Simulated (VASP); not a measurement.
A run of VASP 6.6.1:

INCAR

```
  PREC = Accurate
  ENCUT = 600
  EDIFF = 1E-6
  ISMEAR = 0
  SIGMA = 0.1
  LREAL = F
  LASPH = T
  NELM = 120
  ALGO = Normal
  ISIF = 2
  LWAVE = F
  LCHARG = T
  GGA = PE
  LELF = T
  LVHAR = T
  NBANDS = 20
  GGA_COMPAT = F
```

The input KPOINTS:

```
regular mesh
0
Gamma
  6 6 4
```

Contents of POSCAR:

```
Al3BN2
1.0
    5.6527816800      0.0000000000      0.0000000000
   -2.8263908400      4.8954525400      0.0000000000
    0.0000000000      0.0000000000      5.8982427100
Al B N
3 1 2
Direct
    0.5000000000      0.0000000000      0.5000000000
    0.0000000000      0.5000000000      0.5000000000
    0.5000000000      0.5000000000      0.5000000000
    0.0000000000      0.0000000000      0.5000000000
    0.3333333300      0.6666666700      0.0000000000
    0.6666666700      0.3333333300      0.0000000000
```

Potentials or basis: VASP PAW PBE potentials, release 64 (Al, B, N).

Run with:

```console
$ cat potpaw_PBE.64/Al/POTCAR potpaw_PBE.64/B/POTCAR potpaw_PBE.64/N/POTCAR > POTCAR
$ mpirun -np 1 vasp_std > vasp.out
```

Hardware: 1 thread of Oxide Virtual Turin-like Processor, on a shared host.

Problem. How long does it take, and how much memory?

Solution. It took 4.1 min on 1 thread of Oxide Virtual Turin-like Processor, on a shared host, peak memory 0.32 GiB. Counts: scf iterations 17, k points 21.
